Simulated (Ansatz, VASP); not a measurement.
# Two plane-wave programs on SiC

```
CELL_PARAMETERS angstrom
0.00000 2.17400 2.17400
2.17400 0.00000 2.17400
2.17400 2.17400 0.00000
ATOMIC_POSITIONS crystal
Si 0.16263 0.00000 0.00000
C 0.75000 0.75000 0.75000
```

Change from the starting cell: all Si atoms moved -0.500 Å, as atom 1 towards its neighbour atom 1 (Si) at 3.075 Å.

Alike in both runs: task single point; functional LDA; k mesh 14 × 14 × 14; occupations gaussian, width 0.05 eV; no spin polarisation.

```csv
,VASP,Ansatz
version,VASP 6.6.1,Ansatz 0.2.0
potentials or method,"VASP PAW LDA potentials, release 64 (Si, C), cutoff 520 eV","scalar-relativistic, plane waves, PAW"
valence electrons in the cell,8,8
```

```tsv
	VASP	Ansatz	Ansatz less VASP
gap on the k mesh at the Fermi level (eV)	none	none	-
rms of the force components (eV/Å)	8.556	8.589	+0.0328
```

LDA's correlation is that of Perdew and Zunger in VASP and of Perdew and Wang (1992) in Ansatz. Atom by atom the forces differ by 0.034 eV/Å (rms over components). A gap of «none» marks a metal or a gap that the smearing closes.
